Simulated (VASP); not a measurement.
A run of VASP 6.6.1 is set up as follows.

INCAR

```
SYSTEM = CdH2O2
PREC = Accurate
ENCUT = 700
EDIFF = 1E-6
ISMEAR = 0
SIGMA = 0.1
LREAL = .False.
LASPH = .True.
NELM = 120
ALGO = Normal
ISIF = 2
LWAVE = .False.
LCHARG = .False.
GGA = PS
NBANDS = 25
GGA_COMPAT = .False.
```

The input KPOINTS:

```
Automatic mesh
0
Gamma
  6 6 4
  0 0 0
```

Contents of POSCAR:

```
CdH2O2
1.0
    3.5155259648      0.0000000000      0.0000000000
   -1.7577629824      3.0445347931      0.0000000000
    0.0000000000      0.0000000000      4.6429792900
Cd H O
1 2 2
Direct
    0.0000000000      0.0000000000      0.0000000000
    0.6666666700      0.3333333300      0.5509607200
    0.3333333300      0.6666666700      0.4490392800
    0.6666666700      0.3333333300      0.7593720000
    0.3333333300      0.6666666700      0.2406280000
```

Potentials or basis: VASP PAW PBE potentials, release 64 (Cd_sv_GW, H, O).

Run with:

```bash
$ cat potpaw_PBE.64/Cd_sv_GW/POTCAR potpaw_PBE.64/H/POTCAR potpaw_PBE.64/O/POTCAR > POTCAR
$ mpirun -np 1 vasp_std > vasp.out
```

Task: Predict the largest force.

Result: 0.772 eV/Å.

Task: Predict the band gap on the k mesh.

Result: 1.62 eV (least direct gap 1.96 eV).

Task: Predict the pressure.

Result: -0.6 GPa.

Stress tensor (GPa, compression positive):
```
-1.80  0.00  0.00
 0.00 -1.80  0.00
 0.00  0.00  1.90
```

Caveat: the PAW data sets were made with another functional, which shifts forces and pressure a little. A k mesh can miss the band edges.
